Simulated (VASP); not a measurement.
Here is a VASP 6.6.1 calculation.

Contents of INCAR:

```
PREC = Accurate ; ENCUT = 600
EDIFF = 1E-6 ; ISMEAR = 0
SIGMA = 0.1 ; LREAL = False
LASPH = True ; NELM = 150
ALGO = Normal ; ISIF = 3
LWAVE = False ; LCHARG = False
ISPIN = 2 ; MAGMOM = 1.96 2.02 2.02
LORBIT = 11 ; LMAXMIX = 4
GGA = PE ; IBRION = 2
NSW = 90 ; EDIFFG = -0.04
```

Contents of KPOINTS:

```
Automatic mesh
0
Gamma
  6 6 6
```

POSCAR

```
Co
1.0
    4.1443119443      0.0000000000      0.0000000000
   -2.0721559722      3.5890794250      0.0000000000
    0.0000000000      0.0000000000      2.5406434094
Co
3
Direct
    0.0000000000      0.0000000000      0.0000000000
    0.3333333333      0.6666666667      0.5000000000
    0.6666666667      0.3333333333      0.5000000000
```

Potentials or basis: VASP PAW PBE potentials, release 64 (Co).

Launch:

```console
$ cat potpaw_PBE.64/Co/POTCAR > POTCAR
$ mpirun -np 1 vasp_std > vasp.out
```

What does it give for the net moment?

5.01 μB per cell.

Estimate the relaxed volume.

11.05 Å³/atom.

Estimate the band gap on the k mesh.

zero (filled and empty bands overlap).

Estimate the space group after relaxing (to 0.05 Å).

P6/mmm (No. 191).

Final structure:
```
CELL_PARAMETERS angstrom
3.96434 0.00000 0.00000
-1.98217 3.43322 0.00000
0.00000 0.00000 2.43567
ATOMIC_POSITIONS crystal
Co 0.00000 0.00000 0.00000
Co 0.33333 0.66667 0.50000
Co 0.66667 0.33333 0.50000
```

Caveat: the k points lie up to 0.43 Å⁻¹ apart in the final cell.
